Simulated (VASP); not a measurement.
Here is a VASP 6.6.1 calculation.

File POSCAR:

```
BN
1.0
    2.5439665232      0.0000000000      0.0000000000
   -1.2719832616      2.2031396355      0.0000000000
    0.0000000000      0.0000000000      4.2077449317
B N
2 2
Direct
    0.6228235162      0.3012379196      0.9997995909
    0.3333333333      0.6666666667      0.4997995909
    0.6666666667      0.3333333333      0.6252004091
    0.3333333333      0.6666666667      0.1252004091
```

File INCAR.step1:

```
SYSTEM = BN
PREC = Accurate ; ENCUT = 520
ISMEAR = 0 ; SIGMA = 0.05
LREAL = .FALSE. ; LASPH = .TRUE.
NELM = 60 ; NBANDS = 16
GGA = PE ; ALGO = Normal
EDIFF = 1E-4 ; LWAVE = .TRUE.
LCHARG = .FALSE.
```

The input INCAR.step2:

```
SYSTEM = BN
PREC = Accurate ; ENCUT = 520
EDIFF = 1E-6 ; ISMEAR = 0
SIGMA = 0.05 ; LREAL = .FALSE.
LASPH = .TRUE. ; NELM = 60
ALGO = Normal ; ISIF = 2
LWAVE = .FALSE. ; LCHARG = .TRUE.
METAGGA = R2SCAN ; LMIXTAU = .TRUE.
LELF = .TRUE. ; LVHAR = .TRUE.
NBANDS = 16 ; ISTART = 1
```

The input KPOINTS:

```
regular mesh
0
G
  12 12 6
  0 0 0
```

Potentials or basis: VASP PAW PBE potentials, release 64 (B, N).

Run with:

```bash
$ cat potpaw_PBE.64/B/POTCAR potpaw_PBE.64/N/POTCAR > POTCAR
$ cp INCAR.step1 INCAR
$ mpirun -np 1 vasp_std > vasp.out
$ cp INCAR.step2 INCAR
$ mpirun -np 1 vasp_std > vasp.out
```

Question: Estimate the band gap on the k mesh.

Answer: 5.21 eV (least direct gap 8.05 eV).

Question: Estimate the pressure.

Answer: 2.5 GPa.

Question: Predict the largest force.

Answer: 2.295 eV/Å.

Stress tensor (GPa, compression positive):
```
 2.09  0.00 -0.08
 0.00  3.88 -1.05
-0.08 -1.05  1.64
```

Caveat: the cell differs from its parent crystal (atom 1 (B) moved -0.100 Å along Cartesian [1 1 0]); the PAW data sets were made with another functional, which shifts forces and pressure a little. A k mesh can miss the band edges.
